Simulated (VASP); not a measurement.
# Pt3Pb: electric field gradients with LDA

Crystal: Pt3Pb.

```
Pt Pb
1.0
     4.05800   -0.04058   -0.04058
    -0.04058    4.05800   -0.04058
    -0.04058   -0.04058    4.05800
Pt Pb
3 1
Direct
  0.00000 0.50000 0.50000
  0.50000 0.00000 0.50000
  0.50000 0.50000 0.00000
  0.00000 0.00000 0.00000
```

This cell differs from its parent crystal: equal xy, yz and zx shear strains of -2 %.

* Program: VASP 6.6.1
* Task: electric field gradients
* Functional: LDA
* Potentials or basis: VASP PAW LDA potentials, release 64 (Pt, Pb_d)
* Cutoff: 520 eV
* k mesh: 9 × 9 × 9
* Occupations: fermi-dirac, width 0.03 eV
* Spin: no spin polarisation
* Dipole correction: no
* Further INCAR settings: ALGO = Normal; EDIFF = 1e-08; NBANDS = 30

```json
{
 "Pressure": "-2.0 GPa",
 "Band gap on the k mesh": "zero (bands 22 and 23 overlap by 0.35 eV)",
 "Largest electric field gradient by atom": "Pt -151.3; Pb -67.6 V/Å²"
}
```

Stress tensor (GPa, compression positive):
```
-1.99  1.19  1.19
 1.19 -1.99  1.19
 1.19  1.19 -1.99
```

Levels at points of the mesh, in eV from the Fermi level:
| k point | band 19 | band 20 | band 21 | band 22 | band 23 | band 24 | band 25 | band 26 |
| --- | --- | --- | --- | --- | --- | --- | --- | --- |
| (0.00, 0.00, 0.00) | -0.98 | -0.98 | -0.43 | 0.08 | 0.08 | 0.13 | 1.58 | 6.15 |

Electric field gradients, principal values (V/Å²):
| atom | least | middle | greatest (by size) |
| --- | --- | --- | --- |
| 1 Pt | 69.419 | 81.889 | -151.309 |
| 2 Pt | 69.419 | 81.889 | -151.309 |
| 3 Pt | 69.419 | 81.889 | -151.309 |
| 4 Pb | 33.819 | 33.819 | -67.638 |

Run time: 80 s on 1 thread of AMD EPYC 9R14 (Zen 4), on a shared host, peak memory 0.22 GiB.

Caveat: the cell differs from its parent crystal (equal xy, yz and zx shear strains of -2 %); without QUAD_EFG the Cq values of the log hold for a quadrupole moment of 1 mb, not for the nuclei; spin-orbit coupling is left out, which moves the levels of the heavy elements.
